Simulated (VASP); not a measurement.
A run of VASP 6.6.1 is set up as follows.

INCAR

```
SYSTEM = HfO2
PREC = Accurate ; ENCUT = 520
EDIFF = 1E-8 ; ISMEAR = -1
SIGMA = 0.02 ; LREAL = Auto
LASPH = .TRUE. ; NELM = 60
ALGO = Normal ; ISIF = 2
LWAVE = .FALSE. ; LCHARG = .FALSE.
GGA = PE ; LEFG = .TRUE.
NBANDS = 106
```

Contents of KPOINTS:

```
Automatic mesh
0
G
  5 3 5
  0 0 0
```

POSCAR

```
HfO2
1.0
    5.0598000000      0.0000000000      0.0000000000
    0.0000000000     10.0172000000      0.0000000000
    0.0000000000      0.0000000000      5.2276000000
Hf O
8 16
Direct
    0.7466000000      0.8841000000      0.9656000000
    0.2466000000      0.6159000000      0.0344000000
    0.2534000000      0.3841000000      0.5344000000
    0.7534000000      0.1159000000      0.4656000000
    0.2534000000      0.1159000000      0.0344000000
    0.7534000000      0.3841000000      0.9656000000
    0.7466000000      0.6159000000      0.4656000000
    0.2466000000      0.8841000000      0.5344000000
    0.8620000000      0.7960000000      0.6200000000
    0.3620000000      0.7040000000      0.3800000000
    0.1380000000      0.2960000000      0.8800000000
    0.6380000000      0.2040000000      0.1200000000
    0.1380000000      0.2040000000      0.3800000000
    0.6380000000      0.2960000000      0.6200000000
    0.8620000000      0.7040000000      0.1200000000
    0.3620000000      0.7960000000      0.8800000000
    0.5100000000      0.9770000000      0.2500000000
    0.0100000000      0.5230000000      0.7500000000
    0.4900000000      0.4770000000      0.2500000000
    0.9900000000      0.0230000000      0.7500000000
    0.4900000000      0.0230000000      0.7500000000
    0.9900000000      0.4770000000      0.2500000000
    0.5100000000      0.5230000000      0.7500000000
    0.0100000000      0.9770000000      0.2500000000
```

Potentials or basis: VASP PAW PBE potentials, release 64 (Hf_pv, O).

Run with:

```console
$ cat potpaw_PBE.64/Hf_pv/POTCAR potpaw_PBE.64/O/POTCAR > POTCAR
$ mpirun -np 1 vasp_std > vasp.out
```

Task: Estimate the band gap on the k mesh.

Result: 4.33 eV (least direct gap 4.36 eV).

Task: Predict the pressure.

Result: 1.9 GPa.

Task: What does it give for the largest force?

Result: 1.303 eV/Å.

Electric field gradients, principal values (V/Å²):
```csv
atom,least,middle,greatest (by size)
1 Hf,-31.645,-90.961,122.605
2 Hf,-31.645,-90.961,122.605
3 Hf,-31.645,-90.961,122.605
4 Hf,-31.645,-90.961,122.605
5 Hf,-31.645,-90.961,122.605
6 Hf,-31.645,-90.961,122.605
7 Hf,-31.645,-90.961,122.605
8 Hf,-31.645,-90.961,122.605
9 O,1.123,26.765,-27.888
10 O,1.123,26.765,-27.888
11 O,1.123,26.765,-27.888
12 O,1.123,26.765,-27.888
13 O,1.123,26.765,-27.888
14 O,1.123,26.765,-27.888
15 O,1.123,26.765,-27.888
16 O,1.123,26.765,-27.888
17 O,2.518,13.953,-16.471
18 O,2.518,13.953,-16.471
19 O,2.518,13.953,-16.471
20 O,2.518,13.953,-16.471
21 O,2.518,13.953,-16.471
22 O,2.518,13.953,-16.471
23 O,2.518,13.953,-16.471
24 O,2.518,13.953,-16.471
```

Caveat: without QUAD_EFG the Cq values of the log hold for a quadrupole moment of 1 mb, not for the nuclei; spin-orbit coupling is left out, which moves the levels of the heavy elements; an odd mesh through Γ misses points on the zone boundary, where band edges can lie; forces of over 1 eV/Å act on the atoms, so gaps and moduli don't describe the material at rest.
